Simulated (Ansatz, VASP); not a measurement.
**Two plane-wave programs on CdTe**

```
CELL_PARAMETERS angstrom
0.00000 3.20158 3.20158
3.20158 0.00000 3.20158
3.20158 3.20158 0.00000
ATOMIC_POSITIONS crystal
Cd 0.00000 0.00000 0.00000
Te 0.25000 0.25000 0.25000
```

Change from the starting cell: volume scaled by 1.06, ions relaxed.

Alike in both runs: functional PBE; k mesh 12 × 12 × 12; occupations fermi-dirac, width 0.02 eV; no spin polarisation.

Ansatz relaxed the structure, and its values are those at the end. VASP's run is a single point on that final structure, the one shown.

|  | VASP | Ansatz |
| --- | --- | --- |
| version | VASP 6.6.1 | Ansatz 0.2.0 |
| potentials or method | VASP PAW PBE potentials, release 64 (Cd, Te) | plane-wave PAW, scalar-relativistic |
| plane-wave cutoff (eV) | 520 | 420 |
| valence electrons in the cell | 18 | 36 |

```csv
,VASP,Ansatz,Ansatz less VASP
gap on the k mesh at the Fermi level (eV),0.88,0.88,0.000
pressure (GPa),4.6,4.4,-0.15
```

The functional is the same, so the differences come from potentials, cutoffs and numerics. VASP's potentials hold 18 valence electrons a cell and Ansatz's 36, so a difference there can come from the potentials and not from the codes. Ansatz's warnings: stress scf threshold loose.

Neither program's run includes spin-orbit coupling.
